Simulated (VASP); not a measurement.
Here is a VASP 6.6.1 calculation.

Contents of INCAR:

```
PREC = Accurate ; ENCUT = 500
EDIFF = 1E-6 ; ISMEAR = -1
SIGMA = 0.1 ; LREAL = False
LASPH = True ; NELM = 120
ALGO = Normal ; ISIF = 2
LWAVE = False ; LCHARG = False
GGA = CA ; NBANDS = 12
GGA_COMPAT = False
```

File KPOINTS:

```
Automatic mesh
0
Gamma
  11 11 11
```

POSCAR

```
As
1.0
    1.8799878575      1.0854114956      3.3276505507
   -1.8799878575      1.0854114956      3.3276505507
    0.0000000000     -2.1708229912      3.3276505507
As
2
Direct
    0.7695128170      0.7695128170      0.7695128170
    0.2304871830      0.2304871830      0.2304871830
```

Potentials or basis: VASP PAW LDA potentials, release 64 (As).

The run is started by

```sh
$ cat potpaw_LDA.64/As/POTCAR > POTCAR
$ mpirun -np 1 vasp_std > vasp.out
```

What does it give for the band gap on the k mesh?

Zero (bands 5 and 6 overlap by 0.22 eV).

Estimate the largest force.

0.078 eV/Å.

Estimate the pressure.

0.5 GPa.

Stress tensor (GPa, compression positive):
```
0.49 0.00 0.00
0.00 0.49 0.00
0.00 0.00 0.40
```
